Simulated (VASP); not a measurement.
A run of VASP 6.6.1 is set up as follows.

File INCAR:

```
SYSTEM = AlAs
ALGO = Normal
EDIFF = 1E-6
ENCUT = 500
GGA = PS
GGA_COMPAT = .False.
ISIF = 2
ISMEAR = 0
LASPH = .True.
LCHARG = .False.
LREAL = .False.
LWAVE = .False.
NBANDS = 16
NELM = 120
PREC = Accurate
SIGMA = 0.1
```

The input KPOINTS:

```
k-points
0
Gamma
  4 4 4
  0 0 0
```

The input POSCAR:

```
AlAs
1.0
    4.0132671924      0.0000000000      0.0000000000
    0.0000000000      5.6756168930      0.0000000000
    0.0000000000      0.0000000000      4.0120092329
Al As
2 2
Direct
    0.0000000000      0.0000000000      0.0000000000
    0.5000000000      0.5000000000      0.5000000000
    0.0000000000      0.2500000000      0.5000000000
    0.5000000000      0.7500000000      0.0000000000
```

Potentials or basis: VASP PAW PBE potentials, release 64 (Al, As).

Launch:

```bash
$ cat potpaw_PBE.64/Al/POTCAR potpaw_PBE.64/As/POTCAR > POTCAR
$ mpirun -np 1 vasp_std > vasp.out
```

Task: What does it give for the pressure?

Result: 0.4 GPa.

Task: Predict the band gap on the k mesh.

Result: 1.32 eV.

Forces on the atoms (eV/Å):
```
Al   0.000 -0.002  0.000
Al   0.000 -0.002  0.000
As   0.000  0.002  0.000
As   0.000  0.002  0.000
```

Caveat: the PAW data sets were made with another functional, which shifts forces and pressure a little. A k mesh can miss the band edges.
